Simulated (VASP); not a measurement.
# TlCl (Pm-3m) in VASP: further runs, part 2 of 2

VASP 6.6.1.

## (4) Single point, PBE

This run uses another cell than the first one, of 27.43 Å³/atom, 1.058 times its volume.

Input file INCAR:

```
PREC     = Accurate       # precision mode
ENCUT    = 500            # plane-wave cutoff, eV
EDIFF    = 1E-6           # SCF threshold, eV
ISMEAR   = 0              # smearing method
SIGMA    = 0.01           # smearing width, eV
LREAL    = F              # projectors in reciprocal space
LASPH    = T              # aspherical terms in the spheres
NELM     = 120            # most SCF steps
ALGO     = Normal         # electronic algorithm
ISIF     = 2              # what is computed and relaxed
LWAVE    = F              # write WAVECAR
LCHARG   = F              # write CHGCAR
GGA      = PE             # functional
NBANDS   = 17             # bands
GGA_COMPAT= F
```

Input file KPOINTS:

```
regular mesh
0
Gamma
  5 5 5
```

Input file POSCAR:

```
TlCl
1.0
    3.7996124974      0.0000000000      0.0000000000
    0.0000000000      3.7996124974      0.0000000000
    0.0000000000      0.0000000000      3.7996124974
Tl Cl
1 1
Direct
    0.0000000000      0.0000000000      0.0000000000
    0.5000000000      0.5000000000      0.5000000000
```

Potentials or basis: VASP PAW PBE potentials, release 64 (Tl_d, Cl).

Command:

```
$ cat potpaw_PBE.64/Tl_d/POTCAR potpaw_PBE.64/Cl/POTCAR > POTCAR
$ mpirun -np 1 vasp_std > vasp.out
```

OUTCAR:

```text
PREC = Accurate
   ENCUT = 500
   EDIFF = 1E-6
   ISMEAR = 0
   LREAL = F
   LASPH = T
   NELM = 120
   ISIF = 2
   GGA = PE

 ion  position               nearest neighbor table
   1  0.000  0.000  0.000-   2 3.29   2 3.29   2 3.29   2 3.29   2 3.29   2 3.29   2 3.29   2 3.29

   2  0.500  0.500  0.500-   1 3.29   1 3.29   1 3.29   1 3.29   1 3.29   1 3.29   1 3.29   1 3.29

  LATTYP: Found a simple cubic cell.
 ALAT       =     3.7996124974

  Lattice vectors:

 A1 = (   3.7996124974,   0.0000000000,   0.0000000000)
 A2 = (   0.0000000000,   3.7996124974,   0.0000000000)
 A3 = (   0.0000000000,   0.0000000000,   3.7996124974)

Analysis of symmetry for initial positions (statically):
=====================================================================
 Subroutine PRICEL returns:
 Original cell was already a primitive cell.

 Routine SETGRP: Setting up the symmetry group for a
 simple cubic supercell.

 Subroutine GETGRP returns: Found 48 space group operations
 (whereof 48 operations were pure point group operations)
[... 146 lines left out ...]
  free energy    TOTEN  =        -5.98916819 eV

  energy without entropy =       -5.98916819  energy(sigma->0) =       -5.98916819

 E-fermi :   2.7442     XC(G=0):  -9.2713

 val. band max:        2.6977779897   @ k =   0.4000   0.0000   0.0000
 cond. band min:       5.5987224336   @ k =   0.4000   0.0000   0.0000
 fundamental gap:      2.9009444439
 Fermi energy:         2.7441961596

 k-point     1 :       0.0000    0.0000    0.0000
  band No.  band energies     occupation
      1     -10.9286      2.00000
      2      -6.9708      2.00000
      3      -6.9708      2.00000
      4      -6.7062      2.00000
      5      -6.7062      2.00000
      6      -6.7062      2.00000
[... 177 lines left out ...]
      4      -6.8359      2.00000
      5      -6.6633      2.00000
      6      -6.6633      2.00000
[... 9 lines left out ...]
     16      15.3314      0.00000
     17      20.1813      0.00000

------------------------ aborting loop because EDIFF is reached ----------------------------------------

  FORCE on cell =-STRESS in cart. coord.  units (eV):
  Direction    XX          YY          ZZ          XY          YZ          ZX
  --------------------------------------------------------------------------------------
  -------------------------------------------------------------------------------------
  Total        0.6886820      0.6886820      0.6886820      0.0000000      0.0000000      0.0000000
  in kB       20.1145993     20.1145993     20.1145993      0.0000000      0.0000000      0.0000000
  external PRESSURE =      20.1145993 kB  Pullay stress =       0.0000000 kB

 VOLUME and BASIS-vectors are now :
 -----------------------------------------------------------------------------
  energy-cutoff  :      500.00
  volume of cell :       54.86
      direct lattice vectors                 reciprocal lattice vectors
     3.799612497  0.000000000  0.000000000     0.263184733  0.000000000  0.000000000
     0.000000000  3.799612497  0.000000000     0.000000000  0.263184733  0.000000000
     0.000000000  0.000000000  3.799612497     0.000000000  0.000000000  0.263184733

 POSITION                                       TOTAL-FORCE (eV/Angst)
 -----------------------------------------------------------------------------------
      0.00000      0.00000      0.00000         0.000000      0.000000      0.000000
      1.89981      1.89981      1.89981         0.000000      0.000000      0.000000
 -----------------------------------------------------------------------------------
    total drift:                               -0.000000      0.000000      0.000000

  FREE ENERGIE OF THE ION-ELECTRON SYSTEM (eV)
  ---------------------------------------------------
  free  energy   TOTEN  =        -5.9891681914 eV

  energy  without entropy=       -5.9891681914  energy(sigma->0) =       -5.98916819
```

stdout:

```text
POSCAR found type information on POSCAR TlCl
 POSCAR found :  2 types and       2 ions
 scaLAPACK will be used
 LDA part: xc-table for (Slater+PW92), standard interpolation
 POSCAR, INCAR and KPOINTS ok, starting setup
 FFT: planning ... GRIDC
 FFT: planning ... GRID_SOFT
 FFT: planning ... GRID
 WAVECAR not read
 entering main loop
```

Run time: 4.3 s. Hardware: 1 thread of AMD EPYC 9R45 (Zen 5), shared host; peak memory 0.12 GiB.

What came out:

```yaml
Free_energy: -5.9892 eV
Pressure: 2.0 GPa
Band_gap_on_the_k_mesh: 2.90 eV, direct
```

Caveat: spin-orbit coupling is left out, which moves the levels of the heavy elements. PBE gaps usually lie below the measured ones, often by a third to a half.

## (5) Single point, PBE

This run uses another cell than the first one, of 28.18 Å³/atom, 1.087 times its volume.

Input file INCAR:

```
SYSTEM = TlCl
PREC = Accurate
ENCUT = 500
EDIFF = 1E-6
ISMEAR = 0
SIGMA = 0.01
LREAL = .False.
LASPH = .True.
NELM = 120
ALGO = Normal
ISIF = 2
LWAVE = .False.
LCHARG = .True.
GGA = PE
LELF = .True.
LVHAR = .True.
NBANDS = 17
GGA_COMPAT = .False.
```

Input file KPOINTS:

```
regular mesh
0
Gamma
  5 5 5
  0 0 0
```

Input file POSCAR:

```
TlCl
1.0
    3.8340000000      0.0000000000      0.0000000000
    0.0000000000      3.8340000000      0.0000000000
    0.0000000000      0.0000000000      3.8340000000
Tl Cl
1 1
Direct
    0.0000000000      0.0000000000      0.0000000000
    0.5000000000      0.5000000000      0.5000000000
```

Potentials or basis: VASP PAW PBE potentials, release 64 (Tl_d, Cl).

Command:

```
$ cat potpaw_PBE.64/Tl_d/POTCAR potpaw_PBE.64/Cl/POTCAR > POTCAR
$ mpirun -np 1 vasp_std > vasp.out
```

OUTCAR:

```text
SYSTEM = TlCl
   PREC = Accurate
   ENCUT = 500
   EDIFF = 1E-6
   ISMEAR = 0
   LREAL = .False.
   LASPH = .True.
   NELM = 120
   ISIF = 2
   GGA = PE

 ion  position               nearest neighbor table
   1  0.000  0.000  0.000-   2 3.32   2 3.32   2 3.32   2 3.32   2 3.32   2 3.32   2 3.32   2 3.32

   2  0.500  0.500  0.500-   1 3.32   1 3.32   1 3.32   1 3.32   1 3.32   1 3.32   1 3.32   1 3.32

  LATTYP: Found a simple cubic cell.
 ALAT       =     3.8340000000

  Lattice vectors:

 A1 = (   3.8340000000,   0.0000000000,   0.0000000000)
 A2 = (   0.0000000000,   3.8340000000,   0.0000000000)
 A3 = (   0.0000000000,   0.0000000000,   3.8340000000)

Analysis of symmetry for initial positions (statically):
=====================================================================
 Subroutine PRICEL returns:
 Original cell was already a primitive cell.

 Routine SETGRP: Setting up the symmetry group for a
 simple cubic supercell.

 Subroutine GETGRP returns: Found 48 space group operations
 (whereof 48 operations were pure point group operations)
 out of a pool of 48 trial point group operations.

The static configuration has the point symmetry O_h .

Analysis of symmetry for dynamics (positions and initial velocities):
[... 144 lines left out ...]

 E-fermi :   2.5383     XC(G=0):  -9.1387

 val. band max:        2.4129138149   @ k =   0.4000   0.0000   0.0000
 cond. band min:       5.3283601201   @ k =   0.4000   0.0000   0.0000
 fundamental gap:      2.9154463052
 Fermi energy:         2.5382874385

 k-point     1 :       0.0000    0.0000    0.0000
  band No.  band energies     occupation
      1     -11.0649      2.00000
      2      -7.2202      2.00000
      3      -7.2202      2.00000
      4      -6.9751      2.00000
      5      -6.9751      2.00000
      6      -6.9751      2.00000
[... 177 lines left out ...]
      4      -7.0930      2.00000
      5      -6.9368      2.00000
      6      -6.9368      2.00000
[... 9 lines left out ...]
     16      14.9313      0.00000
     17      19.6942      0.00000

------------------------ aborting loop because EDIFF is reached ----------------------------------------

  FORCE on cell =-STRESS in cart. coord.  units (eV):
  Direction    XX          YY          ZZ          XY          YZ          ZX
  --------------------------------------------------------------------------------------
  -------------------------------------------------------------------------------------
  Total        0.4220055      0.4220055      0.4220055     -0.0000000      0.0000000      0.0000000
  in kB       11.9969917     11.9969917     11.9969917     -0.0000000      0.0000000      0.0000000
  external PRESSURE =      11.9969917 kB  Pullay stress =       0.0000000 kB

 VOLUME and BASIS-vectors are now :
 -----------------------------------------------------------------------------
  energy-cutoff  :      500.00
  volume of cell :       56.36
      direct lattice vectors                 reciprocal lattice vectors
     3.834000000  0.000000000  0.000000000     0.260824204  0.000000000  0.000000000
     0.000000000  3.834000000  0.000000000     0.000000000  0.260824204  0.000000000
     0.000000000  0.000000000  3.834000000     0.000000000  0.000000000  0.260824204

 POSITION                                       TOTAL-FORCE (eV/Angst)
 -----------------------------------------------------------------------------------
      0.00000      0.00000      0.00000         0.000000      0.000000      0.000000
      1.91700      1.91700      1.91700         0.000000      0.000000      0.000000
 -----------------------------------------------------------------------------------
    total drift:                                0.000000      0.000000      0.000000

  FREE ENERGIE OF THE ION-ELECTRON SYSTEM (eV)
  ---------------------------------------------------
  free  energy   TOTEN  =        -6.0048328815 eV

  energy  without entropy=       -6.0048328815  energy(sigma->0) =       -6.00483288
```

Run time: 4.6 s. Hardware: 1 thread of AMD EPYC 9R45 (Zen 5), shared host; peak memory 0.12 GiB.

What came out:

* Free energy: -6.0048 eV
* Pressure: 1.2 GPa
* Band gap on the k mesh: 2.92 eV, direct

Caveat: spin-orbit coupling is left out, which moves the levels of the heavy elements. Expect the measured gap to be larger: semilocal functionals such as PBE lack the derivative discontinuity.

## (6) Summary

```tsv
cell	gap on the mesh (eV)	pressure (GPa)
a = 3.729 Å, 2 atoms	2.87	4.1
a = 3.765 Å, 2 atoms	2.89	3.0
a = 3.800 Å, 2 atoms	2.90	2.0
a = 3.834 Å, 2 atoms	2.92	1.2
```

Alike in all rows: task single point; level PBE; potentials or basis VASP PAW PBE potentials, release 64 (Tl_d, Cl); no spin polarisation; k mesh 5 × 5 × 5; cutoff (eV) 500; smearing gaussian 0.01 eV.

Caveats: spin-orbit coupling is left out, which moves the levels of the heavy elements.

Total energies depend on the potentials used, so only differences within one code and one set of settings carry meaning.
